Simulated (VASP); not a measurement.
Co2HgSe2: relaxation of cell and atoms with PBE

Crystal: Co2HgSe2.

```xyz
5
Lattice="0.0000 3.7441 0.0000 3.7441 0.0000 0.0000 1.8720 1.8720 -6.5668" Properties=species:S:1:pos:R:3 pbc="T T T"
Hg    0.0000    0.0000    0.0000
Se    1.8720    1.8720   -1.9215
Se    3.7441    3.7441   -4.6454
Co    1.8720    3.7441   -3.2834
Co    3.7441    1.8720   -3.2834
```

* Program: VASP 6.6.1
* Task: relaxation of cell and atoms
* Functional: PBE
* Potentials or basis: VASP PAW PBE potentials, release 64 (Hg, Se, Co)
* Cutoff: 600 eV
* k mesh: 5 × 5 × 5
* Occupations: fermi-dirac, width 0.0167 eV
* Spin: no spin polarisation
* Dipole correction: no
* Further INCAR settings: ALGO = Normal; EDIFF = 1e-06; IBRION = 2; EDIFFG = -0.01; NSW = 60; ISIF = 3

* Relaxed volume: 22.87 Å³/atom
* Relaxed cell: a = 3.636 Å, b = 3.636 Å, c = 9.020 Å, α = 78.37°, β = 78.37°, γ = 90.00°
* Space group after relaxing (to 0.1 Å): I4/mmm (No. 139)
* Energy gained by relaxing: 97.4 meV/atom
* Ionic steps: 17
* Pressure after relaxing: 0.1 GPa
* Largest force after relaxing: 0.006 eV/Å
* Band gap on the k mesh: zero (bands 21 and 22 overlap by 1.12 eV)

Forces on the atoms (eV/Å):
```
Hg   0.000  0.000  0.000
Se   0.000  0.000  0.006
Se   0.000  0.000 -0.006
Co   0.000  0.000  0.000
Co   0.000  0.000  0.000
```

Step by step:
| step | energy change (eV) | largest force (eV/Å) | pressure (GPa) | volume (Å³) |
| --- | --- | --- | --- | --- |
| 1 | 0.0000 | 0.1342 | 3.38 | 92.05 |
| 2 | -0.0954 | 0.7520 | -1.40 | 97.30 |
| 3 | -0.0969 | 0.8650 | -2.12 | 98.27 |
| 4 | -0.1806 | 0.8066 | -1.94 | 99.23 |
| 5 | -0.3636 | 0.5289 | -0.89 | 101.81 |
| 6 | -0.3932 | 0.2442 | 3.83 | 105.59 |
| 7 | -0.4436 | 0.0325 | 1.71 | 104.25 |
| 8 | -0.4617 | 0.4722 | -0.59 | 109.52 |
| 9 | -0.4625 | 0.4002 | -0.25 | 108.62 |
| 10 | -0.4800 | 0.1970 | -0.18 | 111.08 |
| 11 | -0.4852 | 0.0158 | -0.03 | 113.42 |
| 12 | -0.4853 | 0.0074 | -0.05 | 113.32 |
| 13 | -0.4860 | 0.0266 | 0.03 | 113.52 |
| 14 | -0.4863 | 0.0747 | 0.33 | 114.02 |
| 15 | -0.4864 | 0.0613 | 0.24 | 113.87 |
| 16 | -0.4868 | 0.0156 | 0.08 | 114.25 |
| 17 | -0.4868 | 0.0060 | 0.06 | 114.33 |

Final structure:
```yaml
crystal:
  lattice:
    - [0.00000, 3.63632, 0.00000]
    - [3.63632, 0.00000, 0.00000]
    - [1.81816, 1.81816, -8.64609]
  atoms:
    - { symbol: Hg, position: [0.00000, 0.00000, 0.00000] }
    - { symbol: Se, position: [0.33266, 0.33266, 0.33469] }
    - { symbol: Se, position: [0.66734, 0.66734, 0.66531] }
    - { symbol: Co, position: [0.75000, 0.25000, 0.50000] }
    - { symbol: Co, position: [0.25000, 0.75000, 0.50000] }
```

Levels at points of the mesh, in eV from the Fermi level:
| k point | band 18 | band 19 | band 20 | band 21 | band 22 | band 23 |
| --- | --- | --- | --- | --- | --- | --- |
| (0.00, 0.00, 0.00) | -0.67 | -0.49 | -0.49 | -0.42 | 0.00 | 1.57 |

It took 10 min on 1 thread of Intel(R) Xeon(R) 6975P-C (Granite Rapids), with other jobs on the host, peak memory 0.26 GiB.

Caveat: the volume moved by over 15 % at a fixed basis, so the end points are rough; spin-orbit coupling is left out, which moves the levels of the heavy elements; the run has no spin polarisation, though such a crystal can be magnetic. Spin polarisation is off, so any magnetic state and its effect on volume and gap are missing.
